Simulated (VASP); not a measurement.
A run of VASP 6.6.1:

POSCAR

```
NaCl
1.0
    2.7448936982      2.7448936982      0.0000000000
   -2.7448936982      2.7448936982      0.0000000000
    0.0000000000      2.7448936982      2.7448936982
Na Cl
1 1
Direct
    0.0000000000      0.0000000000      0.0000000000
    0.5000000000      0.5000000000      0.0000000000
```

The input INCAR.step1:

```
ALGO = Normal
EDIFF = 1E-5
ENCUT = 550
GGA = PE
GGA_COMPAT = False
ISMEAR = 0
LASPH = True
LCHARG = False
LREAL = False
LWAVE = True
NBANDS = 14
NELM = 120
PREC = Accurate
SIGMA = 0.01
```

File INCAR.step2:

```
ALGO = Normal
EDIFF = 1E-6
ENCUT = 550
GGA_COMPAT = False
ISIF = 2
ISMEAR = 0
ISTART = 1
LASPH = True
LCHARG = False
LMIXTAU = True
LREAL = False
LWAVE = False
METAGGA = R2SCAN
NBANDS = 14
NELM = 120
PREC = Accurate
SIGMA = 0.01
```

KPOINTS

```
k-points
0
Gamma
  8 8 8
```

Potentials or basis: VASP PAW PBE potentials, release 64 (Na_pv, Cl).

Run with:

```console
$ cat potpaw_PBE.64/Na_pv/POTCAR potpaw_PBE.64/Cl/POTCAR > POTCAR
$ cp INCAR.step1 INCAR
$ mpirun -np 1 vasp_std > vasp.out
$ cp INCAR.step2 INCAR
$ mpirun -np 1 vasp_std > vasp.out
```

Hardware: 1 thread of Intel(R) Xeon(R) Platinum 8559C (Emerald Rapids), on a shared host.

Estimate the wall time of this run.

Run time: 62 s on 1 thread of Intel(R) Xeon(R) Platinum 8559C (Emerald Rapids) (shared host), peak memory 0.17 GiB. Counts: k points 29.
